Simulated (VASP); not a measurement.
The system is Ta2SiC.

```
Ta Si C
1.0
     2.60024    0.00000    0.00000
     0.00000    2.60024    0.00000
     0.00000    0.00000    7.93207
Ta Si C
2 1 1
Cartesian
  0.0000 0.0000 5.9940
  0.0000 0.0000 1.9381
  0.0000 0.0000 3.9660
  0.0000 0.0000 0.0000
```

The cell was built from a structure type or drawn by symmetry, and may not be a known phase.

```yaml
Program: VASP 6.6.1
Task: relaxation of cell and atoms
Functional: PBE
Potentials_or_basis: VASP PAW PBE potentials, release 64 (Ta_pv, Si, C)
Cutoff: 600 eV
k_mesh: 6 × 6 × 2
Occupations: gaussian, width 0.1 eV
Spin: no spin polarisation
```

At the start: pressure 73.5 GPa; volume 13.41 Å³/atom.

Question: Where does the relaxation end?

Answer: Over 12 steps the energy falls by 1416.2 meV/atom and the volume is 17.54 Å³/atom (+30.8 %); space group P4/mmm (No. 123, to 0.1 Å) before and after.

Step by step:
| step | energy change (eV) | largest force (eV/Å) | pressure (GPa) | volume (Å³) |
| --- | --- | --- | --- | --- |
| 1 | 0.0000 | 8.7332 | 73.54 | 53.63 |
| 2 | -0.7190 | 2.8108 | -20.83 | 110.12 |
| 3 | -5.4323 | 0.4491 | -7.25 | 74.09 |
| 4 | -5.5620 | 0.2278 | -4.00 | 71.97 |
| 5 | -5.6406 | 0.0989 | 2.93 | 68.44 |
| 6 | -5.6426 | 0.0532 | 1.85 | 68.92 |
| 7 | -5.6614 | 0.0947 | -0.89 | 70.80 |
| 8 | -5.6619 | 0.0883 | -0.53 | 70.53 |
| 9 | -5.6631 | 0.1584 | 0.43 | 70.14 |
| 10 | -5.6633 | 0.1401 | 0.17 | 70.24 |
| 11 | -5.6645 | 0.0537 | 0.09 | 70.20 |
| 12 | -5.6647 | 0.0013 | 0.05 | 70.17 |

Final structure:
```
Ta Si C
1.0
     2.72050    0.00000    0.00000
     0.00000    2.72050    0.00000
     0.00000    0.00000    9.48134
Ta Si C
2 1 1
Direct
  0.00000 0.00000 0.78414
  0.00000 0.00000 0.21586
  0.00000 0.00000 0.50000
  0.00000 0.00000 0.00000
```

Caveat: the k points lie up to 0.38 Å⁻¹ apart in the final cell, too coarse for converged energies and pressures of a metal; the volume moved by over 15 % at a fixed basis, so the end points are rough.
